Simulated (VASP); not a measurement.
# Ta2N: single point with PBEsol

The system is Ta2N.

```
Ta N
1.0
     3.11286    0.00000    0.00000
    -1.55643    2.69582    0.00000
     0.00000    0.00000    4.86984
Ta N
2 1
Cartesian
  1.5564 0.8986 3.6294
  0.0000 1.7972 1.2404
  0.0000 0.0000 0.0000
```

```
Program                : VASP 6.6.1
Task                   : single point
Functional             : PBEsol
Potentials or basis    : VASP PAW PBE potentials, release 64 (Ta_pv, N)
Cutoff                 : 520 eV
k mesh                 : 4 × 4 × 2
Occupations            : fermi-dirac, width 0.1 eV
Spin                   : no spin polarisation
Dipole correction      : no
Further INCAR settings : ALGO = Normal; EDIFF = 1e-07; NBANDS = 20
```

The pressure is -7.7 GPa and the largest force is 0.498 eV/Å.

Forces in eV/Å, atoms in the order of the input:
```
Ta   0.000  0.000  0.498
Ta   0.000  0.000 -0.498
N    0.000  0.000  0.000
```

Stress tensor (GPa, compression positive):
```
-9.75  0.00  0.00
 0.00 -9.75  0.00
 0.00  0.00 -3.74
```

Levels at points of the mesh, in eV from the Fermi level:
```
           k point  band 9  band 10  band 11  band 12  band 13  band 14  band 15  band 16  band 17  band 18
(0.00, 0.00, 0.00)   -6.06    -6.06    -5.00    -0.73    -0.27    -0.27     0.20     0.20     0.27     1.12
(0.50, 0.00, 0.00)   -6.53    -6.38    -4.58    -2.67    -1.42     1.73     1.83     3.65     3.93     4.17
(0.00, 0.00, 0.50)   -6.24    -6.24    -2.90    -2.69    -1.16    -1.16     1.75     1.86     2.22     2.22
(0.50, 0.00, 0.50)   -6.67    -6.12    -3.32    -2.20    -2.18    -0.29     0.65     3.24     3.47     3.96
```

Wall time 5.4 s on 1 thread of Intel(R) Xeon(R) 6975P-C (Granite Rapids), on a shared host, peak memory 0.14 GiB.

Caveat: the k points lie up to 0.65 Å⁻¹ apart; the PAW data sets were made with another functional, which shifts forces and pressure a little; spin-orbit coupling is left out, which moves the levels of the heavy elements.
